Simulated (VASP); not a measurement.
Input of a VASP 6.6.1 run:

The input POSCAR:

```
C
1.0
    1.2280263465      0.7090013417      3.3470108394
   -1.2280263465      0.7090013417      3.3470108394
    0.0000000000     -1.4180026834      3.3470108394
C
2
Direct
    0.1467915039      0.2282229816      0.1169855145
    0.8360000000      0.8360000000      0.8360000000
```

The input INCAR.step1:

```
PREC = Accurate ; ENCUT = 520
ISMEAR = 0 ; SIGMA = 0.05
LREAL = False ; LASPH = True
NELM = 80 ; NBANDS = 11
GGA = PE ; ALGO = Normal
EDIFF = 1E-4 ; LWAVE = True
LCHARG = False
```

File INCAR.step2:

```
PREC = Accurate ; ENCUT = 520
EDIFF = 1E-6 ; ISMEAR = 0
SIGMA = 0.05 ; LREAL = False
LASPH = True ; NELM = 80
ALGO = Normal ; ISIF = 2
LWAVE = False ; LCHARG = False
METAGGA = R2SCAN ; LMIXTAU = True
NBANDS = 11 ; ISTART = 1
```

KPOINTS

```
Automatic mesh
0
Gamma
  12 12 12
```

Potentials or basis: VASP PAW PBE potentials, release 64 (C).

Run with:

```console
$ cat potpaw_PBE.64/C/POTCAR > POTCAR
$ cp INCAR.step1 INCAR
$ mpirun -np 1 vasp_std > vasp.out
$ cp INCAR.step2 INCAR
$ mpirun -np 1 vasp_std > vasp.out
```

(1) What does it give for the largest force?

(2) What does it give for the pressure?

Answers

(1) 8.965 eV/Å.

(2) 11.3 GPa.

Caveat: the cell differs from its parent crystal (atom 1 (C) moved by (-0.100, +0.100) A along x and y); the stress differs along the axes, from 1 to 28 GPa; the PAW data sets were made with another functional, which shifts forces and pressure a little.
